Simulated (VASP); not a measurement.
# BeBrO (P4/nmm) in VASP: single point with HSE06

Aim: the single point of BeBrO with HSE06.

Program: VASP 6.6.1. These are calculated values, not measurements. Logs are shortened: lines on timing, memory, paths and dates and some standing lists are left out, and cuts for length are marked.

## Step 1: The cell of the first run

Symmetry: P4/nmm, No. 129, tetragonal system. Conventional cell: a = 3.565 Å, b = 3.565 Å, c = 6.843 Å, α = 90.00°, β = 90.00°, γ = 90.00°. Be (site symmetry 4mm) has 4 O at 2.16 Å and 4 Br at 2.88 Å within 2.9 Å. Within 3.8 Å of Br (site symmetry 4mm) lie 5 Be at 2.88 to 3.01 Å and 8 Br at 3.00 to 3.56 Å and 4 O at 3.16 Å. O (site symmetry -4m2) has 4 Be at 2.16 Å and 4 O at 2.52 Å within 2.9 Å.

## Step 2: Single point, HSE06

File POSCAR:

```
BeBrO
1.0
    3.5646780000      0.0000000000      0.0000000000
    0.0000000000      3.5646780000      0.0000000000
    0.0000000000      0.0000000000      6.8428930000
Be Br O
2 2 2
Direct
    0.0000000000      0.5000000000      0.1789000000
    0.5000000000      0.0000000000      0.8211000000
    0.0000000000      0.5000000000      0.6183000000
    0.5000000000      0.0000000000      0.3817000000
    0.0000000000      0.0000000000      0.0000000000
    0.5000000000      0.5000000000      0.0000000000
```

File INCAR.step1:

```
  PREC = Accurate
  ENCUT = 520
  EDIFF = 1E-5
  ISMEAR = 0
  SIGMA = 0.2384
  LREAL = False
  LASPH = True
  NELM = 100
  ALGO = Normal
  ISIF = 2
  LWAVE = True
  LCHARG = False
  GGA = PE
  NBANDS = 24
```

File INCAR.step2:

```
  PREC = Accurate
  ENCUT = 520
  EDIFF = 1E-7
  ISMEAR = 0
  SIGMA = 0.2384
  LREAL = False
  LASPH = True
  NELM = 100
  ALGO = Normal
  ISIF = 2
  LWAVE = False
  LCHARG = False
  GGA = PE
  LHFCALC = True
  HFSCREEN = 0.2079
  PRECFOCK = Fast
  ISTART = 1
  NBANDS = 24
```

File KPOINTS:

```
regular mesh
0
Gamma
  3 3 2
```

Potentials or basis: VASP PAW PBE potentials, release 64 (Be, Br, O).

Started as:

```
cat potpaw_PBE.64/Be/POTCAR potpaw_PBE.64/Br/POTCAR potpaw_PBE.64/O/POTCAR > POTCAR
cp INCAR.step1 INCAR
mpirun -np 1 vasp_std > vasp.out
cp INCAR.step2 INCAR
mpirun -np 1 vasp_std > vasp.out
```

OUTCAR:

```text
PREC = Accurate
   ENCUT = 520
   EDIFF = 1E-7
   ISMEAR = 0
   LREAL = False
   LASPH = True
   NELM = 100
   ISIF = 2
   GGA = PE
   LHFCALC = True
   HFSCREEN = 0.2079
   PRECFOCK = Fast
   ISTART = 1

 ion  position               nearest neighbor table
   1  0.000  0.500  0.179-   5 2.16   6 2.16   5 2.16   6 2.16
   2  0.500  0.000  0.821-   5 2.16   6 2.16   6 2.16   5 2.16
   3  0.000  0.500  0.618-
   4  0.500  0.000  0.382-
   5  0.000  0.000  0.000-   1 2.16   2 2.16   1 2.16   2 2.16
   6  0.500  0.500  0.000-   1 2.16   2 2.16   2 2.16   1 2.16

  LATTYP: Found a simple tetragonal cell.
 ALAT       =     3.5646780000
 C/A-ratio  =     1.9196384638

  Lattice vectors:

 A1 = (   3.5646780000,   0.0000000000,   0.0000000000)
 A2 = (   0.0000000000,   3.5646780000,   0.0000000000)
 A3 = (   0.0000000000,   0.0000000000,   6.8428930000)

Analysis of symmetry for initial positions (statically):
=====================================================================
 Subroutine PRICEL returns:
 Original cell was already a primitive cell.

 Routine SETGRP: Setting up the symmetry group for a
 simple tetragonal supercell.

 Subroutine GETGRP returns: Found 16 space group operations
 (whereof  8 operations were pure point group operations)
 out of a pool of 16 trial point group operations.

The static configuration has the point symmetry D_2d.
 The point group associated with its full space group is D_4h.

Analysis of symmetry for dynamics (positions and initial velocities):
=====================================================================
 Subroutine PRICEL returns:
 Original cell was already a primitive cell.

 Routine SETGRP: Setting up the symmetry group for a
 simple tetragonal supercell.

 Subroutine GETGRP returns: Found 16 space group operations
 (whereof  8 operations were pure point group operations)
 out of a pool of 16 trial point group operations.

The dynamic configuration has the point symmetry D_2d.
 The point group associated with its full space group is D_4h.

 Subroutine INISYM returns: Found 16 space group operations
 (whereof  8 operations are pure point group operations),
 and found     1 'primitive' translations

----------------------------------------------------------------------------------------

                                     Primitive cell

  volume of cell :      86.9522

  direct lattice vectors                    reciprocal lattice vectors
     3.564678000  0.000000000  0.000000000     0.280530247  0.000000000  0.000000000
     0.000000000  3.564678000  0.000000000     0.000000000  0.280530247  0.000000000
     0.000000000  0.000000000  6.842893000     0.000000000  0.000000000  0.146137021

  length of vectors
     3.564678000  3.564678000  6.842893000     0.280530247  0.280530247  0.146137021

  position of ions in fractional coordinates (direct lattice)
     0.000000000  0.500000000  0.178900000
     0.500000000  0.000000000  0.821100000
     0.000000000  0.500000000  0.618300000
     0.500000000  0.000000000  0.381700000
     0.000000000  0.000000000  0.000000000
     0.500000000  0.500000000  0.000000000

  ion indices of the primitive-cell ions
   primitive index   ion index
                 1           1
                 2           2
                 3           3
                 4           4
                 5           5
                 6           6

----------------------------------------------------------------------------------------

 KPOINTS: regular mesh

Automatic generation of k-mesh.
 Grid dimensions read from file:
 generate k-points for:    3    3    2

 Generating k-lattice:

  Cartesian coordinates                     Fractional coordinates (reciprocal lattice)
     0.093510082  0.000000000  0.000000000     0.333333333  0.000000000  0.000000000
     0.000000000  0.093510082  0.000000000     0.000000000  0.333333333  0.000000000
     0.000000000  0.000000000  0.073068511     0.000000000  0.000000000  0.500000000

  Length of vectors
     0.093510082  0.093510082  0.073068511

  Shift w.r.t. Gamma in fractional coordinates (k-lattice)
     0.000000000  0.000000000  0.000000000

 Subroutine IBZKPT returns following result:
 ===========================================

 Found      6 irreducible k-points:

 Following reciprocal coordinates:
            Coordinates               Weight
  0.000000  0.000000  0.000000      1.000000
  0.333333  0.000000  0.000000      4.000000
  0.333333  0.333333  0.000000      4.000000
  0.000000  0.000000  0.500000      1.000000
  0.333333  0.000000  0.500000      4.000000
  0.333333  0.333333  0.500000      4.000000
   k-points           NKPTS =      6   k-points in BZ     NKDIM =     18   number of bands    NBANDS=     24
   number of dos      NEDOS =    301   number of ions     NIONS =      6
   total plane-waves  NPLWV =  42336
   dimension x,y,z NGX =    28 NGY =   28 NGZ =   54
   dimension x,y,z NGXF=    56 NGYF=   56 NGZF=  108
   ions per type =               2   2   2
   NGX,Y,Z   is equivalent  to a cutoff of  13.06, 13.06, 13.12 a.u.
   NGXF,Y,Z  is equivalent  to a cutoff of  26.12, 26.12, 26.24 a.u.
 SYSTEM =  unknown system
   PREC   = accura    normal or accurate (medium, high low for compatibility)
   ISTART =      1    job   : 0-new  1-cont  2-samecut
   ICHARG =      0    charge: 1-file 2-atom 10-const
   ISPIN  =      1    spin polarized calculation?
   LNONCOLLINEAR =      F non collinear calculations
   LSORBIT =      F    spin-orbit coupling
   LASPH  =      T    aspherical Exc in radial PAW
   ENCUT  =  520.0 eV  38.22 Ry    6.18 a.u.   6.63  6.63 12.72*2*pi/ulx,y,z
   NELM   =    100;   NELMIN=  2; NELMDL=  0     # of ELM steps
   EDIFF  = 0.1E-06   stopping-criterion for ELM
   LREAL  =      F    real-space projection
   EDIFFG = 0.1E-05   stopping-criterion for IOM
   NSW    =      0    number of steps for IOM
   IBRION =     -1    ionic relax: 0-MD 1-quasi-New 2-CG
   NFREE  =      0    steps in history (QN), initial steepest desc. (CG)
   ISIF   =      2    stress and relaxation
   ISYM   =      3    0-nonsym 1-usesym 2-fastsym
   POTIM  = 0.5000    time-step for ionic-motion
   TEBEG  =    0.0;   TEEND  =   0.0 temperature during run
   PSTRESS=    0.0 pullay stress
   NELECT =      30.0000    total number of electrons
   NUPDOWN=      -1.0000    fix difference up-down
   EMIN   =  10.00;   EMAX   =-10.00  energy-range for DOS
   EFERMI =   0.00;   METHOD = LEGACY
   ISMEAR =     0;   SIGMA  =   0.24  broadening in eV -4-tet -1-fermi 0-gaus
   EFERMI_NEDOS =   21; number of points for ismear=-14 and -15
   IALGO  =     38    algorithm
   IMIX   =      1    mixing-type and parameters
     AMIX     =   0.40;   BMIX     =  1.00
     AMIX_MAG =   1.60;   BMIX_MAG =  1.00
  volume/ion in A,a.u.               =      14.49        97.80
  Fermi-wavevector in a.u.,A,eV,Ry     =   1.148211  2.169805 17.937772  1.318389
  Thomas-Fermi vector in A             =   2.284887
   LORBIT       =      0    0 simple, 1 ext, 2 COOP (PROOUT), +10 PAW based schemes
   GGA     = PE    functional components
   LHFCALC =     T    Hartree Fock is set to
   PRECFOCK=fast      Normal, Fast or Accurate (Low or Medium for compatibility)
   ENCUT4O =  -1.0   cutoff for four orbital integrals eV
   NKREDX  =     1    reduce k-point grid by
   NKREDY  =     1    reduce k-point grid by
   NKREDZ  =     1    reduce k-point grid by
   AEXX    =    0.2500 exact exchange contribution
   HFSCREEN=    0.2079 screening length (either q_TF or 0.3 A-1)
   HFSCREENC=   0.2079 screening length for correlation (either q_TF or 0.3 A-1)
   ENCUTFOCK=  -1.0 apply spherical cutoff to Coloumb kernel
   IVDW    =     0    specifies the selected vdW correction
   LEPSILON=     F    determine dielectric tensor
   LRPA    =     F    only Hartree local field effects (RPA)
 non-spin polarized calculation
 Gauss-broadening in eV      SIGMA  =   0.24
  energy-cutoff  :      520.00
  volume of cell :       86.95
 maximum number of plane-waves:      2369
 NGX is ok and might be reduce to    28
  NGX = 14; NGY = 14; NGZ = 28

 number of electron      30.0000012 magnetization

 Free energy of the ion-electron system (eV)
  ---------------------------------------------------
  ext. energy  EPLUGINS =         0.00000000
  ---------------------------------------------------
  free energy    TOTEN  =       -24.94815935 eV

  energy without entropy =      -24.80986926  energy(sigma->0) =      -24.87901430

 E-fermi :   2.2078     XC(G=0):  -8.2503

 val. band max:        2.1575913690   @ k =   0.3333   0.0000   0.5000
 cond. band min:       2.3696091599   @ k =   0.0000   0.0000   0.5000
 fundamental gap:      0.2120177910
 Fermi energy:         2.2077693606

 k-point     1 :       0.0000    0.0000    0.0000
  band No.  band energies     occupation
      1     -17.3945      2.00000
      2     -15.0844      2.00000
      3     -14.8948      2.00000
      4     -12.5968      2.00000
      5      -2.9984      2.00000
      6      -1.8734      2.00000
[... 16 lines left out ...]
     23      11.1662      0.00000
     24      12.3822      0.00000

 k-point     2 :       0.3333    0.0000    0.0000
  band No.  band energies     occupation
      1     -16.8455      2.00000
      2     -15.6863      2.00000
      3     -14.1539      2.00000
      4     -12.8932      2.00000
      5      -3.9847      2.00000
      6      -2.5247      2.00000
[... 16 lines left out ...]
     23      12.2425      0.00000
     24      12.3145      0.00000

 k-point     3 :       0.3333    0.3333    0.0000
  band No.  band energies     occupation
      1     -16.4880      2.00000
      2     -15.8915      2.00000
      3     -13.5896      2.00000
      4     -12.8949      2.00000
      5      -3.0226      2.00000
      6      -2.8889      2.00000
[... 16 lines left out ...]
     23      12.6140      0.00000
     24      12.7968      0.00000

 k-point     4 :       0.0000    0.0000    0.5000
  band No.  band energies     occupation
      1     -17.3732      2.00000
      2     -15.0843      2.00000
      3     -14.9916      2.00000
      4     -12.4801      2.00000
      5      -3.1620      2.00000
      6      -1.7046      2.00000
[... 16 lines left out ...]
     23      10.8697      0.00000
     24      12.1466      0.00000

 k-point     5 :       0.3333    0.0000    0.5000
  band No.  band energies     occupation
      1     -16.8341      2.00000
      2     -15.6870      2.00000
      3     -14.2141      2.00000
      4     -12.8450      2.00000
      5      -3.4505      2.00000
      6      -2.5513      2.00000
[... 16 lines left out ...]
     23      11.3704      0.00000
     24      12.2843      0.00000

 k-point     6 :       0.3333    0.3333    0.5000
  band No.  band energies     occupation
      1     -16.4832      2.00000
      2     -15.8912      2.00000
      3     -13.6259      2.00000
      4     -12.8658      2.00000
      5      -3.3474      2.00000
      6      -3.1761      2.00000
[... 16 lines left out ...]
     23      12.7776      0.00000
     24      13.1040      0.00000

------------------------ aborting loop because EDIFF is reached ----------------------------------------

  FORCE on cell =-STRESS in cart. coord.  units (eV):
  Direction    XX          YY          ZZ          XY          YZ          ZX
  --------------------------------------------------------------------------------------
  -------------------------------------------------------------------------------------
  Total       -6.5156735     -6.5156735     -7.1424669      0.0000000      0.0000000      0.0000000
  in kB     -120.0575662   -120.0575662   -131.6068391      0.0000000      0.0000000      0.0000000
  external PRESSURE =    -123.9073238 kB  Pullay stress =       0.0000000 kB

 VOLUME and BASIS-vectors are now :
 -----------------------------------------------------------------------------
  energy-cutoff  :      520.00
  volume of cell :       86.95
      direct lattice vectors                 reciprocal lattice vectors
     3.564678000  0.000000000  0.000000000     0.280530247  0.000000000  0.000000000
     0.000000000  3.564678000  0.000000000     0.000000000  0.280530247  0.000000000
     0.000000000  0.000000000  6.842893000     0.000000000  0.000000000  0.146137021

 POSITION                                       TOTAL-FORCE (eV/Angst)
 -----------------------------------------------------------------------------------
      0.00000      1.78234      1.22419         0.000000      0.000000     -3.546280
      1.78234      0.00000      5.61870        -0.000000      0.000000      3.546280
      0.00000      1.78234      4.23096         0.000000      0.000000      1.177802
      1.78234      0.00000      2.61193         0.000000     -0.000000     -1.177802
      0.00000      0.00000      0.00000         0.000000     -0.000000     -0.000000
      1.78234      1.78234      0.00000         0.000000      0.000000     -0.000000
 -----------------------------------------------------------------------------------
    total drift:                               -0.000000      0.000000      0.000000

  FREE ENERGIE OF THE ION-ELECTRON SYSTEM (eV)
  ---------------------------------------------------
  free  energy   TOTEN  =       -24.9481593546 eV

  energy  without entropy=      -24.8098692550  energy(sigma->0) =      -24.87901430
```

It took 3.3 min on 1 thread of AMD EPYC 7R43 (Zen 3), shared host; peak memory 0.27 GiB.

Results:

- Free energy: -24.9482 eV
- Pressure: -12.4 GPa
- Largest force: 3.546 eV/Å
- Band gap on the k mesh: zero (band 15 reaches 2.44 eV, above the bottom of band 16 at 1.94 eV)

Forces in eV/Å, atoms in the order of the input:
```
Be   0.000  0.000 -3.546
Be   0.000  0.000  3.546
Br   0.000  0.000  1.178
Br   0.000  0.000 -1.178
O    0.000  0.000  0.000
O    0.000  0.000  0.000
```

Caveat: the k points lie up to 0.59 Å⁻¹ apart; the PAW data sets were made with another functional, which shifts forces and pressure a little.
